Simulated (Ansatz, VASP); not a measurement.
## Two plane-wave programs on Ir

INCAR

```
  PREC = Accurate
  ENCUT = 560
  EDIFF = 1E-6
  ISMEAR = -1
  SIGMA = 0.1
  LREAL = F
  LASPH = T
  NELM = 120
  ALGO = Normal
  ISIF = 2
  LWAVE = F
  LCHARG = F
  NBANDS = 14
  GGA_COMPAT = F
```

Contents of KPOINTS:

```
regular mesh
0
Gamma
  4 4 4
```

The input POSCAR:

```
Ir
1.0
    0.0000000000      1.9060927672      1.9060927672
    1.9060927672      0.0000000000      1.9060927672
    1.9060927672      1.9060927672      0.0000000000
Ir
1
Direct
    0.0000000000      0.0000000000      0.0000000000
```

Input for Ansatz:

```yaml
crystal:
  lattice:
    - [0.0, 1.9060927672, 1.9060927672]
    - [1.9060927672, 0.0, 1.9060927672]
    - [1.9060927672, 1.9060927672, 0.0]
  atoms:
    - { symbol: Ir, position: [0.0, 0.0, 0.0] }
hamiltonian:
  xc: lda
  pseudopotentials:
    kind: paw
    azcp:
      Ir: "pseudopotentials/Ir.paw.azcp"
basis:
  ecutwfc: 420
  fft_grid_basis: typed
kpoints:
  mp_grid: { grid: [4, 4, 4], shift: [0, 0, 0] }
magnetization:
  spin_polarized: false
scf:
  occupations: { method: fermi_dirac, width: 0.1 }
  lower_state_search: "off"
output:
  stress: true
```

Alike in both runs: task single point; functional LDA; k mesh 4 × 4 × 4; occupations fermi-dirac, width 0.1 eV; no spin polarisation.

|  | VASP | Ansatz |
| --- | --- | --- |
| version | VASP 6.6.1 | Ansatz 0.2.0 |
| potentials or method | VASP PAW LDA potentials, release 64 (Ir_sv_GW), cutoff 560 eV | plane waves (420 eV) with PAW, scalar-relativistic |
| valence electrons in the cell | 17 | 17 |

```tsv
	VASP	Ansatz	Ansatz less VASP
pressure (GPa)	-11.4	-10.9	+0.47
```

Ansatz warns that its potentials were made for another functional, while VASP's fit it. LDA's correlation is that of Perdew and Zunger in VASP and of Perdew and Wang (1992) in Ansatz.

The k mesh is coarse, so the values compare programs but aren't converged. Neither program's run includes spin-orbit coupling.
